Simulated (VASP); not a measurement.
# Si20H8CF2 in VASP: a series of runs

Si20H8CF2 is run at these levels: PBE; tasks: single point.

Everything below comes from runs of VASP 6.6.1. Logs are shortened: lines on timing, memory, paths and dates and some standing lists are left out, and cuts for length are marked.

## Step 1: The cell of the first run

The cell holds a slab with vacuum, 31 atoms: a = 7.679 Å, b = 7.679 Å, c = 21.256 Å, α = 90.00°, β = 90.00°, γ = 90.00°.

## Step 2: Single point, PBE

File INCAR:

```
PREC = Accurate
ENCUT = 520
EDIFF = 1E-7
ISMEAR = -1
SIGMA = 0.02
LREAL = Auto
LASPH = T
NELM = 100
ALGO = Normal
ISIF = 2
LWAVE = F
LCHARG = F
GGA = PE
NBANDS = 74
```

File KPOINTS:

```
Automatic mesh
0
Gamma
  1 1 1
```

File POSCAR:

```
Si20H8CF2
1.0
    7.6791800000      0.0000000000      0.0000000000
    0.0000000000      7.6791800000      0.0000000000
    0.0000000000      0.0000000000     21.2555000000
H Si C F
8 20 1 2
Direct
    0.4093926695      0.0000000000      0.0470466468
    0.0906086327      0.0000000000      0.0470466468
    0.9093939718      0.0000000000      0.0470466468
    0.5906099349      0.0000000000      0.0470466468
    0.4093926695      0.5000013022      0.0470466468
    0.0906086327      0.5000013022      0.0470466468
    0.9093939718      0.5000013022      0.0470466468
    0.5906099349      0.5000013022      0.0470466468
    0.2500006511      0.0000000000      0.0877655195
    0.7500019533      0.0000000000      0.0877655195
    0.2500006511      0.5000013022      0.0877655195
    0.7500019533      0.5000013022      0.0877655195
    0.2503392289      0.2497662511      0.1513020159
    0.7497284866      0.2495839400      0.1512643786
    0.2503392289      0.7505619090      0.1527087107
    0.7496894200      0.7504316867      0.1527040060
   -0.0000130222      0.2468883396      0.2126273200
    0.5000273467      0.2483598509      0.2120815789
   -0.0003646223      0.7568516430      0.2190585966
    0.5004310356      0.7562265763      0.2188327727
    0.0013673335      0.0120455569      0.2839500365
    0.4984256132      0.0123841348      0.2836018913
   -0.0001953334      0.5010691246      0.2788360660
    0.5011342357      0.4998320133      0.2762579097
    0.2501829622      0.0833682763      0.3324127873
    0.7496373311      0.0874702768      0.3315706523
    0.2542068294      0.4003422240      0.3256474795
    0.7464599085      0.3945733789      0.3241325775
    0.5168650819      0.4083769361      0.4300392840
    0.3903802229      0.3640362643      0.4681188398
    0.6465534080      0.4540198302      0.4667921244
```

Potentials or basis: VASP PAW PBE potentials, release 64 (H, Si, C, F).

Command:

```bash
> cat potpaw_PBE.64/H/POTCAR potpaw_PBE.64/Si/POTCAR potpaw_PBE.64/C/POTCAR potpaw_PBE.64/F/POTCAR > POTCAR
> mpirun -np 1 vasp_gam > vasp.out
```

OUTCAR:

```text
PREC = Accurate
   ENCUT = 520
   EDIFF = 1E-7
   ISMEAR = -1
   LREAL = Auto
   LASPH = T
   NELM = 100
   ISIF = 2
   GGA = PE

 ion  position               nearest neighbor table
   1  0.409  0.000  0.047-   9 1.50
   2  0.091  0.000  0.047-   9 1.50
   3  0.909  0.000  0.047-  10 1.50
   4  0.591  0.000  0.047-  10 1.50
   5  0.409  0.500  0.047-  11 1.50
   6  0.091  0.500  0.047-  11 1.50
   7  0.909  0.500  0.047-  12 1.50
   8  0.591  0.500  0.047-  12 1.50
   9  0.250  0.000  0.088-   1 1.50   2 1.50  13 2.35  15 2.36
  10  0.750  0.000  0.088-   4 1.50   3 1.50  14 2.34  16 2.36
  11  0.250  0.500  0.088-   5 1.50   6 1.50  13 2.35  15 2.37
  12  0.750  0.500  0.088-   8 1.50   7 1.50  14 2.35  16 2.37
  13  0.250  0.250  0.151-  18 2.31  17 2.32   9 2.35  11 2.35
  14  0.750  0.250  0.151-  18 2.31  17 2.32  10 2.34  12 2.35
[... 8 lines left out ...]
  23  1.000  0.501  0.279-  28 2.32  27 2.32  19 2.34  17 2.41
  24  0.501  0.500  0.276-  28 2.29  27 2.30  20 2.32  18 2.36
  25  0.250  0.083  0.332-  22 2.24  21 2.24  27 2.44
  26  0.750  0.087  0.332-  22 2.26  21 2.26  28 2.36
  27  0.254  0.400  0.326-  24 2.30  23 2.32  25 2.44
  28  0.746  0.395  0.324-  24 2.29  23 2.32  26 2.36
  29  0.517  0.408  0.430-  30 1.31  31 1.31
  30  0.390  0.364  0.468-  29 1.31
  31  0.647  0.454  0.467-  29 1.31

  LATTYP: Found a simple tetragonal cell.
 ALAT       =     7.6791800000
 C/A-ratio  =     2.7679387643

  Lattice vectors:

 A1 = (   7.6791800000,   0.0000000000,   0.0000000000)
 A2 = (   0.0000000000,   7.6791800000,   0.0000000000)
 A3 = (   0.0000000000,   0.0000000000,  21.2555000000)

Analysis of symmetry for initial positions (statically):
=====================================================================
 Subroutine PRICEL returns:
 Original cell was already a primitive cell.

 Routine SETGRP: Setting up the symmetry group for a
 simple tetragonal supercell.

 Subroutine GETGRP returns: Found  1 space group operations
 (whereof  1 operations were pure point group operations)
 out of a pool of 16 trial point group operations.

The static configuration has the point symmetry C_1 .

Analysis of symmetry for dynamics (positions and initial velocities):
=====================================================================
 Subroutine PRICEL returns:
 Original cell was already a primitive cell.

 Routine SETGRP: Setting up the symmetry group for a
 simple tetragonal supercell.

 Subroutine GETGRP returns: Found  1 space group operations
 (whereof  1 operations were pure point group operations)
 out of a pool of 16 trial point group operations.

The dynamic configuration has the point symmetry C_1 .

 Subroutine INISYM returns: Found  1 space group operations
 (whereof  1 operations are pure point group operations),
 and found     1 'primitive' translations

----------------------------------------------------------------------------------------

                                     Primitive cell

  volume of cell :    1253.4327

  direct lattice vectors                    reciprocal lattice vectors
     7.679180000  0.000000000  0.000000000     0.130222237  0.000000000  0.000000000
     0.000000000  7.679180000  0.000000000     0.000000000  0.130222237  0.000000000
     0.000000000  0.000000000 21.255500000     0.000000000  0.000000000  0.047046647

  length of vectors
     7.679180000  7.679180000 21.255500000     0.130222237  0.130222237  0.047046647

  position of ions in fractional coordinates (direct lattice)
     0.409392670  0.000000000  0.047046647
     0.090608633  0.000000000  0.047046647
     0.909393972  0.000000000  0.047046647
     0.590609935  0.000000000  0.047046647
     0.409392670  0.500001302  0.047046647
     0.090608633  0.500001302  0.047046647
[... 23 lines left out ...]
     0.390380223  0.364036264  0.468118840
     0.646553408  0.454019830  0.466792124

  ion indices of the primitive-cell ions
   primitive index   ion index
                 1           1
                 2           2
                 3           3
                 4           4
                 5           5
                 6           6
[... 23 lines left out ...]
                30          30
                31          31

----------------------------------------------------------------------------------------

 KPOINTS: Automatic mesh

Automatic generation of k-mesh.
 Grid dimensions read from file:
 generate k-points for:    1    1    1

 Generating k-lattice:

  Cartesian coordinates                     Fractional coordinates (reciprocal lattice)
     0.130222237  0.000000000  0.000000000     1.000000000  0.000000000  0.000000000
     0.000000000  0.130222237  0.000000000     0.000000000  1.000000000  0.000000000
     0.000000000  0.000000000  0.047046647     0.000000000  0.000000000  1.000000000

  Length of vectors
     0.130222237  0.130222237  0.047046647

  Shift w.r.t. Gamma in fractional coordinates (k-lattice)
     0.000000000  0.000000000  0.000000000

 Subroutine IBZKPT returns following result:
 ===========================================

 Found      1 irreducible k-points:

 Following reciprocal coordinates:
            Coordinates               Weight
  0.000000  0.000000  0.000000      1.000000
   k-points           NKPTS =      1   k-points in BZ     NKDIM =      1   number of bands    NBANDS=     74
   number of dos      NEDOS =    301   number of ions     NIONS =     31
   total plane-waves  NPLWV = 576000
   dimension x,y,z NGX =    60 NGY =   60 NGZ =  160
   dimension x,y,z NGXF=   120 NGYF=  120 NGZF=  320
   ions per type =               8  20   1   2
   NGX,Y,Z   is equivalent  to a cutoff of  12.99, 12.99, 12.51 a.u.
   NGXF,Y,Z  is equivalent  to a cutoff of  25.98, 25.98, 25.03 a.u.
 SYSTEM =  unknown system
   PREC   = accura    normal or accurate (medium, high low for compatibility)
   ISTART =      0    job   : 0-new  1-cont  2-samecut
   ICHARG =      2    charge: 1-file 2-atom 10-const
   ISPIN  =      1    spin polarized calculation?
   LNONCOLLINEAR =      F non collinear calculations
   LSORBIT =      F    spin-orbit coupling
   LASPH  =      T    aspherical Exc in radial PAW
   ENCUT  =  520.0 eV  38.22 Ry    6.18 a.u.  14.28 14.28 39.52*2*pi/ulx,y,z
   NELM   =    100;   NELMIN=  2; NELMDL= -5     # of ELM steps
   EDIFF  = 0.1E-06   stopping-criterion for ELM
   LREAL  =      T    real-space projection
   EDIFFG = 0.1E-05   stopping-criterion for IOM
   NSW    =      0    number of steps for IOM
   IBRION =     -1    ionic relax: 0-MD 1-quasi-New 2-CG
   NFREE  =      0    steps in history (QN), initial steepest desc. (CG)
   ISIF   =      2    stress and relaxation
   ISYM   =      2    0-nonsym 1-usesym 2-fastsym
   POTIM  = 0.5000    time-step for ionic-motion
   TEBEG  =    0.0;   TEEND  =   0.0 temperature during run
   PSTRESS=    0.0 pullay stress
   NELECT =     106.0000    total number of electrons
   NUPDOWN=      -1.0000    fix difference up-down
   EMIN   =  10.00;   EMAX   =-10.00  energy-range for DOS
   EFERMI =   0.00;   METHOD = LEGACY
   ISMEAR =    -1;   SIGMA  =   0.02  broadening in eV -4-tet -1-fermi 0-gaus
   EFERMI_NEDOS =   21; number of points for ismear=-14 and -15
   IALGO  =     38    algorithm
   IMIX   =      4    mixing-type and parameters
     AMIX     =   0.40;   BMIX     =  1.00
     AMIX_MAG =   1.60;   BMIX_MAG =  1.00
  volume/ion in A,a.u.               =      40.43       272.86
  Fermi-wavevector in a.u.,A,eV,Ry     =   0.718582  1.357923  7.025509  0.516360
  Thomas-Fermi vector in A             =   1.807557
   LORBIT       =      0    0 simple, 1 ext, 2 COOP (PROOUT), +10 PAW based schemes
   GGA     = PE    functional components
[... 5 lines left out ...]
 non-spin polarized calculation
  energy-cutoff  :      520.00
  volume of cell :     1253.43
 maximum number of plane-waves:     16892
 NGX is ok and might be reduce to    60
   NGX = 29   NGY = 29   NGZ = 79

 number of electron     105.9999994 magnetization

 Free energy of the ion-electron system (eV)
  ---------------------------------------------------
  ext. energy  EPLUGINS =         0.00000000
  ---------------------------------------------------
  free energy    TOTEN  =      -135.78738736 eV

  energy without entropy =     -135.74987504  energy(sigma->0) =     -135.76863120

 E-fermi :  -0.9350     XC(G=0):  -4.1526

 val. band max:       -0.9655862848   @ k =   0.0000   0.0000   0.0000
 cond. band min:      -0.9044875017   @ k =   0.0000   0.0000   0.0000
 fundamental gap:      0.0610987831
 Fermi energy:        -0.9350368932

 k-point     1 :       0.0000    0.0000    0.0000
  band No.  band energies     occupation
      1     -30.1501      2.00000
      2     -28.2373      2.00000
      3     -13.9198      2.00000
      4     -12.5751      2.00000
      5     -11.3876      2.00000
      6     -11.3177      2.00000
[... 57 lines left out ...]
     64       1.6870      0.00000
     65       1.7368      0.00000
 [bands above 65 left out]

------------------------ aborting loop because EDIFF is reached ----------------------------------------

  FORCE on cell =-STRESS in cart. coord.  units (eV):
  Direction    XX          YY          ZZ          XY          YZ          ZX
  --------------------------------------------------------------------------------------
  -------------------------------------------------------------------------------------
  Total       38.6773661     10.3900448     -3.8998398      0.1694498     -0.1915081     -0.4704139
  in kB       49.4386329     13.2808840     -4.9848986      0.2165960     -0.2447918     -0.6012980
  external PRESSURE =      19.2448728 kB  Pullay stress =       0.0000000 kB

 VOLUME and BASIS-vectors are now :
 -----------------------------------------------------------------------------
  energy-cutoff  :      520.00
  volume of cell :     1253.43
      direct lattice vectors                 reciprocal lattice vectors
     7.679180000  0.000000000  0.000000000     0.130222237  0.000000000  0.000000000
     0.000000000  7.679180000  0.000000000     0.000000000  0.130222237  0.000000000
     0.000000000  0.000000000 21.255500000     0.000000000  0.000000000  0.047046647

 POSITION                                       TOTAL-FORCE (eV/Angst)
 -----------------------------------------------------------------------------------
      3.14380      0.00000      1.00000        -1.006480     -0.042167      0.130995
      0.69580      0.00000      1.00000         0.976582     -0.056278      0.092539
      6.98340      0.00000      1.00000        -0.978887     -0.051516      0.074283
      4.53540      0.00000      1.00000         1.003607     -0.031619      0.118254
      3.14380      3.83960      1.00000        -1.044951      0.039067      0.152874
      0.69580      3.83960      1.00000         1.045653      0.044557      0.145259
[... 23 lines left out ...]
      2.99780      2.79550      9.95010        -0.613623     -0.585385      0.901574
      4.96500      3.48650      9.92190         0.598269      0.571913      0.718939
 -----------------------------------------------------------------------------------
    total drift:                                0.002399      0.018654     -0.000262

  FREE ENERGIE OF THE ION-ELECTRON SYSTEM (eV)
  ---------------------------------------------------
  free  energy   TOTEN  =      -135.7873873632 eV

  energy  without entropy=     -135.7498750442  energy(sigma->0) =     -135.76863120
```

Wall time 6.3 min (1 thread of Intel Xeon Platinum 8559C (Emerald Rapids), shared host); peak memory 1 GiB.

Results:

| Item | Value |
| --- | --- |
| Free energy | -135.7874 eV |
| Largest force | 1.441 eV/Å |
| Band gap on the k mesh | 0.06 eV |

Forces in eV/Å, atoms in the order of the input:
```
H   -1.006 -0.042  0.131
H    0.977 -0.056  0.093
H   -0.979 -0.052  0.074
H    1.004 -0.032  0.118
H   -1.045  0.039  0.153
H    1.046  0.045  0.145
H   -1.049  0.035  0.137
H    1.050  0.034  0.141
Si  -0.051  0.000  0.048
Si   0.071  0.011  0.033
Si  -0.019  0.016  0.097
Si   0.019  0.020  0.096
Si  -0.060 -0.145 -0.314
Si   0.056 -0.158 -0.323
Si  -0.018  0.090  0.279
Si   0.021  0.102  0.247
Si  -0.023  0.447  0.139
Si   0.005  0.343  0.019
Si  -0.013  0.165  0.097
Si   0.007  0.266 -0.012
Si  -0.014 -0.892 -1.029
Si   0.012 -0.917 -1.068
Si   0.042 -0.368  0.144
Si   0.034 -0.302 -0.236
Si   0.024  0.612  0.493
Si   0.011  0.514  0.228
Si   0.046  0.201  0.085
Si   0.006  0.053 -0.202
C   -0.137 -0.015 -1.435
F   -0.614 -0.585  0.902
F    0.598  0.572  0.719
```

Levels at points of the mesh, in eV from the valence-band top:
```
           k point  band 50  band 51  band 52  band 53  band 54  band 55  band 56  band 57
(0.00, 0.00, 0.00)    -0.82    -0.58    -0.48     0.00     0.06     0.70     0.99     1.14
```

Caveat: the k points lie up to 0.82 Å⁻¹ apart.

## Step 3: Single point, PBE

File INCAR:

```
PREC = Accurate ; ENCUT = 520
EDIFF = 1E-6 ; ISMEAR = -1
SIGMA = 0.02 ; LREAL = Auto
LASPH = True ; NELM = 80
ALGO = Normal ; ISIF = 2
LWAVE = False ; LCHARG = False
GGA = PE ; NBANDS = 74
```

KPOINTS is that of step 2.

File POSCAR:

```
Si20H8CF2
1.0
    7.6791800000      0.0000000000      0.0000000000
    0.0000000000      7.6791800000      0.0000000000
    0.0000000000      0.0000000000     21.2555000000
H Si C F
8 20 1 2
Direct
    0.4093926695      0.0000000000      0.0470466468
    0.0906086327      0.0000000000      0.0470466468
    0.9093939718      0.0000000000      0.0470466468
    0.5906099349      0.0000000000      0.0470466468
    0.4093926695      0.5000013022      0.0470466468
    0.0906086327      0.5000013022      0.0470466468
    0.9093939718      0.5000013022      0.0470466468
    0.5906099349      0.5000013022      0.0470466468
    0.2500006511      0.0000000000      0.0877655195
    0.7500019533      0.0000000000      0.0877655195
    0.2500006511      0.5000013022      0.0877655195
    0.7500019533      0.5000013022      0.0877655195
    0.2482296287      0.2473831841      0.1471760250
    0.7513562646      0.2463804729      0.1468561078
    0.2495969622      0.7537002649      0.1570699348
    0.7505098201      0.7541560427      0.1566088777
   -0.0013673335      0.2555871851      0.2103690809
    0.5006133467      0.2529436737      0.2066900332
   -0.0012110668      0.7572553319      0.2227517584
    0.5011733024      0.7597686211      0.2203994260
    0.0032034670      0.0044015116      0.2776128531
    0.4970061908      0.0046489339      0.2762343864
    0.0021096002      0.4953393461      0.2806050199
    0.5025666803      0.4949486794      0.2690174308
    0.2513549624      0.0884469436      0.3282350450
    0.7496243088      0.0907909438      0.3217943591
    0.2645464750      0.4075044471      0.3292747759
    0.7403264411      0.3883748004      0.3216955611
    0.5226209048      0.4083639139      0.4123074028
    0.4202271597      0.3309077271      0.4546729082
    0.6479337638      0.4842053448      0.4469713721
```

Potentials or basis: VASP PAW PBE potentials, release 64 (H, Si, C, F).

Command:

```bash
> cat potpaw_PBE.64/H/POTCAR potpaw_PBE.64/Si/POTCAR potpaw_PBE.64/C/POTCAR potpaw_PBE.64/F/POTCAR > POTCAR
> mpirun -np 1 vasp_gam > vasp.out
```

OUTCAR:

```text
PREC = Accurate
   ENCUT = 520
   EDIFF = 1E-6
   ISMEAR = -1
   LREAL = Auto
   LASPH = True
   NELM = 80
   ISIF = 2
   GGA = PE

 ion  position               nearest neighbor table
   1  0.409  0.000  0.047-   9 1.50
   2  0.091  0.000  0.047-   9 1.50
   3  0.909  0.000  0.047-  10 1.50
   4  0.591  0.000  0.047-  10 1.50
   5  0.409  0.500  0.047-  11 1.50
   6  0.091  0.500  0.047-  11 1.50
[... 325 lines left out ...]
  -------------------------------------------------------------------------------------
  Total       32.2844043     18.1783973      1.2668208     -0.9389822      3.7787362     -0.0436367
  in kB       41.2669469     23.2362025      1.6192904     -1.2002367      4.8301001     -0.0557778
  external PRESSURE =      22.0408133 kB  Pullay stress =       0.0000000 kB

 VOLUME and BASIS-vectors are now :
 -----------------------------------------------------------------------------
  energy-cutoff  :      520.00
  volume of cell :     1253.43
      direct lattice vectors                 reciprocal lattice vectors
     7.679180000  0.000000000  0.000000000     0.130222237  0.000000000  0.000000000
     0.000000000  7.679180000  0.000000000     0.000000000  0.130222237  0.000000000
     0.000000000  0.000000000 21.255500000     0.000000000  0.000000000  0.047046647

 POSITION                                       TOTAL-FORCE (eV/Angst)
 -----------------------------------------------------------------------------------
      3.14380      0.00000      1.00000        -0.978962     -0.084350      0.166984
      0.69580      0.00000      1.00000         0.961004     -0.132164      0.058023
      6.98340      0.00000      1.00000        -0.959435     -0.124019      0.028605
      4.53540      0.00000      1.00000         0.986702     -0.074932      0.131747
      3.14380      3.83960      1.00000        -1.042283      0.103563      0.146665
      0.69580      3.83960      1.00000         1.035798      0.135081      0.125492
[... 23 lines left out ...]
      3.22700      2.54110      9.66430         0.170626     -0.809007      0.636183
      4.97560      3.71830      9.50060        -0.109760      0.925178      0.535672
 -----------------------------------------------------------------------------------
    total drift:                               -0.000468      0.001745     -0.001264

  FREE ENERGIE OF THE ION-ELECTRON SYSTEM (eV)
  ---------------------------------------------------
  free  energy   TOTEN  =      -136.2470329284 eV

  energy  without entropy=     -136.2466820099  energy(sigma->0) =     -136.24685747
```

stdout:

```text
POSCAR found type information on POSCAR H SiC F
 POSCAR found :  4 types and      31 ions
 scaLAPACK will be used
 LDA part: xc-table for (Slater+PW92), standard interpolation
 POSCAR, INCAR and KPOINTS ok, starting setup
 FFT: planning ... GRIDC
 FFT: planning ... GRID_SOFT
 FFT: planning ... GRID
 WAVECAR not read
 entering main loop
```

Run time: 4.9 min. Hardware: 1 thread of Intel Xeon Platinum 8559C (Emerald Rapids), shared host; peak memory 1.1 GiB.

Results:

```yaml
Free_energy: -136.2470 eV
Largest_force: 1.437 eV/Å
Band_gap_on_the_k_mesh: 0.30 eV
```

Forces in eV/Å, atoms in the order of the input:
```
H   -0.979 -0.084  0.167
H    0.961 -0.132  0.058
H   -0.959 -0.124  0.029
H    0.987 -0.075  0.132
H   -1.042  0.104  0.147
H    1.036  0.135  0.125
H   -1.040  0.125  0.111
H    1.049  0.109  0.124
Si  -0.236 -0.498 -0.110
Si   0.236 -0.534 -0.259
Si  -0.036  0.457  0.160
Si   0.041  0.431  0.134
Si  -0.065  0.360  0.212
Si   0.028  0.428  0.202
Si  -0.083 -0.250 -0.494
Si   0.074 -0.216 -0.500
Si  -0.021 -0.275 -0.024
Si  -0.024 -0.508 -0.291
Si   0.003 -1.250 -0.686
Si  -0.007 -1.092 -0.935
Si   0.146  0.941  0.219
Si  -0.066  0.965  0.258
Si   0.125  0.242  0.432
Si  -0.180  0.097  0.166
Si   0.028  0.140  0.398
Si   0.039 -0.355  0.061
Si   0.347  0.455  0.129
Si  -0.170  0.443 -0.040
C   -0.252 -0.156 -1.097
F    0.171 -0.809  0.636
F   -0.110  0.925  0.536
```

Caveat: the k points lie up to 0.82 Å⁻¹ apart.

[end of part 1 of 2]
